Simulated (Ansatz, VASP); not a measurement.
## As in VASP and in Ansatz

```xyz
4
Lattice="2.9971 0.0000 0.0000 -1.4985 2.5955 0.0000 0.0000 0.0000 10.2004" Properties=species:S:1:pos:R:3 pbc="T T T"
As   -1.4985    2.5955    0.0000
As   -1.4985    2.5955    5.1002
As    0.0000    1.7304    2.5501
As    1.4985    0.8652    7.6503
```

Alike in both runs: task single point; functional r2SCAN; k mesh 14 × 14 × 4; occupations fermi-dirac, width 0.1 eV; no spin polarisation.

|  | VASP | Ansatz |
| --- | --- | --- |
| version | VASP 6.6.1 | Ansatz 0.2.0 |
| potentials or method | VASP PAW PBE potentials, release 64 (As), cutoff 520 eV | plane waves (500 eV) with PAW, scalar-relativistic |
| valence electrons in the cell | 20 | 60 |

|  | VASP | Ansatz | Ansatz less VASP |
| --- | --- | --- | --- |
| pressure (GPa) | -3.3 | -3.2 | +0.13 |
| traceless stress, the component that is largest in VASP (GPa) | 0.86 | 0.87 | +0.011 |

VASP's potentials were made for PBE, not for r2SCAN. The functional is the same, so the differences come from potentials, cutoffs and numerics. VASP's potentials hold 20 valence electrons a cell and Ansatz's 60, so a difference there can come from the potentials and not from the codes.
